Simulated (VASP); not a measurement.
# Ru (P6_3/mmc) in VASP: a series of runs, part 2 of 2

VASP 6.6.1. The steps go on from the part before.

**5. Single point, PBEsol (volume 12.895 Å^3 an atom, c/a of the conventional cell 1.5067)**

INCAR

```
SYSTEM = Ru
PREC = Accurate
ENCUT = 520
EDIFF = 1E-7
ISMEAR = 0
SIGMA = 0.15
LREAL = .FALSE.
LASPH = .TRUE.
NELM = 80
ALGO = Fast
ISIF = 2
LWAVE = .FALSE.
LCHARG = .FALSE.
GGA = PS
NBANDS = 21
```

KPOINTS

```
Automatic mesh
0
G
  21 21 12
  0 0 0
```

POSCAR

```
Ru
1.0
    2.7037382229      0.0000000000      0.0000000000
   -1.3518691114      2.3415059862      0.0000000000
    0.0000000000      0.0000000000      4.0737223804
Ru
2
Direct
    0.3333333333      0.6666666667      0.2500000000
    0.6666666667      0.3333333333      0.7500000000
```

Potentials or basis: VASP PAW PBE potentials, release 64 (Ru_pv).

On the command line:

```
$ cat potpaw_PBE.64/Ru_pv/POTCAR > POTCAR
$ mpirun -np 1 vasp_std > vasp.out
```

OUTCAR:

```text
SYSTEM = Ru
   PREC = Accurate
   ENCUT = 520
   EDIFF = 1E-7
   ISMEAR = 0
   LREAL = .FALSE.
   LASPH = .TRUE.
   NELM = 80
   ISIF = 2
   GGA = PS

 ion  position               nearest neighbor table
   1  0.333  0.667  0.250-   2 2.57   2 2.57   2 2.57   2 2.57   2 2.57   2 2.57
   2  0.667  0.333  0.750-   1 2.57   1 2.57   1 2.57   1 2.57   1 2.57   1 2.57

  LATTYP: Found a hexagonal cell.
 ALAT       =     2.7037382229
 C/A-ratio  =     1.5067000000

  Lattice vectors:

 A1 = (   2.7037382229,   0.0000000000,   0.0000000000)
 A2 = (  -1.3518691114,   2.3415059862,   0.0000000000)
 A3 = (   0.0000000000,   0.0000000000,   4.0737223804)

Analysis of symmetry for initial positions (statically):
=====================================================================
 Subroutine PRICEL returns:
 Original cell was already a primitive cell.

 Routine SETGRP: Setting up the symmetry group for a
 hexagonal supercell.

 Subroutine GETGRP returns: Found 24 space group operations
 (whereof 12 operations were pure point group operations)
 out of a pool of 24 trial point group operations.

The static configuration has the point symmetry D_3d.
 The point group associated with its full space group is D_6h.

Analysis of symmetry for dynamics (positions and initial velocities):
=====================================================================
 Subroutine PRICEL returns:
 Original cell was already a primitive cell.

 Routine SETGRP: Setting up the symmetry group for a
 hexagonal supercell.

 Subroutine GETGRP returns: Found 24 space group operations
 (whereof 12 operations were pure point group operations)
 out of a pool of 24 trial point group operations.

The dynamic configuration has the point symmetry D_3d.
 The point group associated with its full space group is D_6h.

 Subroutine INISYM returns: Found 24 space group operations
 (whereof 12 operations are pure point group operations),
 and found     1 'primitive' translations

----------------------------------------------------------------------------------------

[... 112 lines left out ...]
     AMIX_MAG =   1.60;   BMIX_MAG =  1.00
  volume/ion in A,a.u.               =      12.89        87.02
  Fermi-wavevector in a.u.,A,eV,Ry     =   1.682585  3.179625 38.519357  2.831093
  Thomas-Fermi vector in A             =   2.765938
   LORBIT       =      0    0 simple, 1 ext, 2 COOP (PROOUT), +10 PAW based schemes
   GGA     = PS    functional components
   LHFCALC =     F    Hartree Fock is set to
   AEXX    =    0.0000 exact exchange contribution
   IVDW    =     0    specifies the selected vdW correction
   LEPSILON=     F    determine dielectric tensor
   LRPA    =     F    only Hartree local field effects (RPA)
 non-spin polarized calculation
 RMM-DIIS sequential band-by-band and
 Gauss-broadening in eV      SIGMA  =   0.15
  energy-cutoff  :      520.00
  volume of cell :       25.79
 maximum number of plane-waves:       713
 NGX is ok and might be reduce to    20
   NGX =  9   NGY =  9   NGZ = 15

 number of electron      28.0000015 magnetization

 Free energy of the ion-electron system (eV)
  ---------------------------------------------------
  ext. energy  EPLUGINS =         0.00000000
  ---------------------------------------------------
  free energy    TOTEN  =       -20.25244626 eV

  energy without entropy =      -20.23523511  energy(sigma->0) =      -20.24384068

 E-fermi :  13.6897     XC(G=0): -14.5972

 val. band max:       13.6832371417   @ k =   0.2857   0.0476   0.1667
 cond. band min:      13.6937455144   @ k =   0.2857   0.0476   0.0833
 fundamental gap:      0.0105083727
 Fermi energy:        13.6896688425

 k-point     1 :       0.0000    0.0000    0.0000
  band No.  band energies     occupation
      1     -30.2285      2.00000
      2     -29.1117      2.00000
      3     -29.1117      2.00000
      4     -28.8552      2.00000
      5     -28.8552      2.00000
      6     -28.7343      2.00000
[... 565 lines left out ...]
     20      23.8942      0.00000
     21      24.9078      0.00000

 [... further k-points ...]

------------------------ aborting loop because EDIFF is reached ----------------------------------------

  FORCE on cell =-STRESS in cart. coord.  units (eV):
  Direction    XX          YY          ZZ          XY          YZ          ZX
  --------------------------------------------------------------------------------------
  -------------------------------------------------------------------------------------
  Total        0.8775880      0.8775880      4.9708735      0.0000000      0.0000000     -0.0000000
  in kB       54.5192554     54.5192554    308.8104248      0.0000000      0.0000000     -0.0000000
  external PRESSURE =     139.2829786 kB  Pullay stress =       0.0000000 kB

 VOLUME and BASIS-vectors are now :
 -----------------------------------------------------------------------------
  energy-cutoff  :      520.00
  volume of cell :       25.79
      direct lattice vectors                 reciprocal lattice vectors
     2.703738223  0.000000000  0.000000000     0.369858292  0.213537784  0.000000000
    -1.351869111  2.341505986  0.000000000     0.000000000  0.427075568  0.000000000
     0.000000000  0.000000000  4.073722380     0.000000000  0.000000000  0.245475736

 POSITION                                       TOTAL-FORCE (eV/Angst)
 -----------------------------------------------------------------------------------
     -0.00000      1.56100      1.01843        -0.000000     -0.000000      0.000000
      1.35187      0.78050      3.05529         0.000000      0.000000      0.000000
 -----------------------------------------------------------------------------------
    total drift:                               -0.000000      0.000000     -0.000000

  FREE ENERGIE OF THE ION-ELECTRON SYSTEM (eV)
  ---------------------------------------------------
  free  energy   TOTEN  =       -20.2524462599 eV

  energy  without entropy=      -20.2352351063  energy(sigma->0) =      -20.24384068
```

OSZICAR:

```text
N       E                     dE             d eps       ncg     rms          rms(c)
DAV:   1     0.287968562047E+03    0.28797E+03   -0.17552E+04 14128   0.150E+03
DAV:   2    -0.158268239329E+02   -0.30380E+03   -0.29424E+03 14457   0.448E+02
DAV:   3    -0.217311604361E+02   -0.59043E+01   -0.58740E+01 16627   0.702E+01
DAV:   4    -0.217741441145E+02   -0.42984E-01   -0.42917E-01 17459   0.575E+00
DAV:   5    -0.217747007782E+02   -0.55666E-03   -0.55233E-03 16149   0.587E-01    0.219E+01
RMM:   6    -0.203724688899E+02    0.14022E+01   -0.29237E+00 14574   0.143E+01    0.621E+00
RMM:   7    -0.202619407507E+02    0.11053E+00   -0.44393E-01 15683   0.499E+00    0.112E+00
RMM:   8    -0.202535633709E+02    0.83774E-02   -0.25916E-02 16061   0.155E+00    0.563E-01
RMM:   9    -0.202524176099E+02    0.11458E-02   -0.32796E-03 16276   0.513E-01    0.854E-02
RMM:  10    -0.202524419067E+02   -0.24297E-04   -0.55968E-04 16632   0.225E-01    0.336E-02
RMM:  11    -0.202524463163E+02   -0.44095E-05   -0.98731E-05 17553   0.697E-02    0.121E-02
RMM:  12    -0.202524467121E+02   -0.39583E-06   -0.13586E-05 17923   0.289E-02    0.176E-03
RMM:  13    -0.202524462470E+02    0.46512E-06   -0.13856E-06 16064   0.715E-03    0.758E-04
RMM:  14    -0.202524462599E+02   -0.12913E-07   -0.18896E-07 12119   0.294E-03
   1 F= -.20252446E+02 E0= -.20243841E+02  d E =-.172112E-01
```

Run time: 74 s. Hardware: 1 thread of AMD EPYC 9R45 (Zen 5), shared host; peak memory 0.21 GiB.

What came out:

* Free energy: -20.2524 eV
* Pressure: 13.9 GPa
* Band gap on the k mesh: zero (band 14 reaches 15.16 eV, above the bottom of band 15 at 11.72 eV)

Stress tensor (GPa, compression positive):
```
 5.45  0.00  0.00
 0.00  5.45  0.00
 0.00  0.00 30.88
```

Caveat: the PAW data sets were made with another functional, which shifts forces and pressure a little.

**6. Overview**

| cell | further INCAR settings | gap on the mesh (eV) | pressure (GPa) |
| --- | --- | --- | --- |
| a = 2.646, b = 2.646, c = 4.252 Å, angles 90.0, 90.0, 120.0°, 2 atoms | ALGO = Fast; EDIFF = 1e-06; NBANDS = 21 | none | 12.1 |
| a = 2.733, b = 2.733, c = 3.988 Å, angles 90.0, 90.0, 120.0°, 2 atoms | ALGO = Fast; EDIFF = 1e-07; NBANDS = 21 | none | 16.1 |
| a = 2.675, b = 2.675, c = 4.162 Å, angles 90.0, 90.0, 120.0°, 2 atoms | ALGO = Fast; EDIFF = 1e-06; NBANDS = 21 | none | 12.6 |
| a = 2.704, b = 2.704, c = 4.074 Å, angles 90.0, 90.0, 120.0°, 2 atoms | ALGO = Fast; EDIFF = 1e-07; NBANDS = 21 | none | 13.9 |

Alike in all rows: task single point; level PBEsol; potentials or basis VASP PAW PBE potentials, release 64 (Ru_pv); no spin polarisation; k mesh 21 × 21 × 12; cutoff (eV) 520; smearing gaussian 0.15 eV.

Caveats: the PAW data sets were made with another functional, which shifts forces and pressure a little.

Total energies depend on the potentials used, so only differences within one code and one set of settings carry meaning.
